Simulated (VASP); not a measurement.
Input of a VASP 6.6.1 run:

The input POSCAR:

```
Si9C8
1.0
    0.0000000000      4.3539930000      4.3539930000
    4.3539930000      0.0000000000      4.3539930000
    4.3539930000      4.3539930000      0.0000000000
Si C
9 8
Direct
    0.1645730712      0.1601862934      0.0094051598
    0.1355077971      0.1411348158      0.5903087120
    0.1266079206      0.6631269274      0.0677424148
    0.1632754118      0.6123344709      0.6410207825
    0.4942819155      0.1442813528      0.2062704281
    0.6586942147      0.0961760848      0.6810415175
    0.6171116949      0.6210850592      0.1298118761
    0.6298815823      0.5677776698      0.6669050685
    0.8782972320      0.8917791094      0.3623340690
   -0.0213826710      0.0128158222     -0.0193845052
    0.0096692852     -0.0134818774      0.4969002017
   -0.0098415409      0.5318910710     -0.0309945377
    0.0022508075      0.5408368824      0.4867715681
    0.4802028850     -0.0166973167      0.0326596758
    0.5129199794     -0.0571314653      0.5564891813
    0.4990821069      0.4755404981      0.0223013680
    0.5287100829      0.4762524882      0.5094633822
```

Contents of INCAR.step1:

```
PREC = Accurate ; ENCUT = 520
ISMEAR = -1 ; SIGMA = 0.02
LREAL = Auto ; LASPH = T
NELM = 60 ; NBANDS = 48
GGA = PE ; ALGO = Normal
EDIFF = 1E-4 ; LWAVE = T
LCHARG = F
```

INCAR.step2

```
PREC = Accurate ; ENCUT = 520
EDIFF = 1E-7 ; ISMEAR = -1
SIGMA = 0.02 ; LREAL = Auto
LASPH = T ; NELM = 60
ALGO = Normal ; ISIF = 2
LWAVE = F ; LCHARG = T
METAGGA = R2SCAN ; LMIXTAU = T
IVDW = 12 ; VDW_S6 = 1.0
VDW_S8 = 0.78981345 ; VDW_A1 = 0.49484001
VDW_A2 = 5.73083694 ; LELF = T
LVHAR = T ; NBANDS = 48
ISTART = 1
```

File KPOINTS:

```
Automatic mesh
0
Gamma
  2 2 2
```

Potentials or basis: VASP PAW PBE potentials, release 64 (Si, C).

Launch:

```console
$ cat potpaw_PBE.64/Si/POTCAR potpaw_PBE.64/C/POTCAR > POTCAR
$ cp INCAR.step1 INCAR
$ mpirun -np 1 vasp_std > vasp.out
$ cp INCAR.step2 INCAR
$ mpirun -np 1 vasp_std > vasp.out
```

What does it give for the pressure?

16.9 GPa.

What does it give for the largest force?

5.039 eV/Å.

Stress tensor (GPa, compression positive):
```
21.72 -0.81 -4.22
-0.81 13.93 -1.05
-4.22 -1.05 14.98
```

Caveat: the k points lie up to 0.62 Å⁻¹ apart; the PAW data sets were made with another functional, which shifts forces and pressure a little.
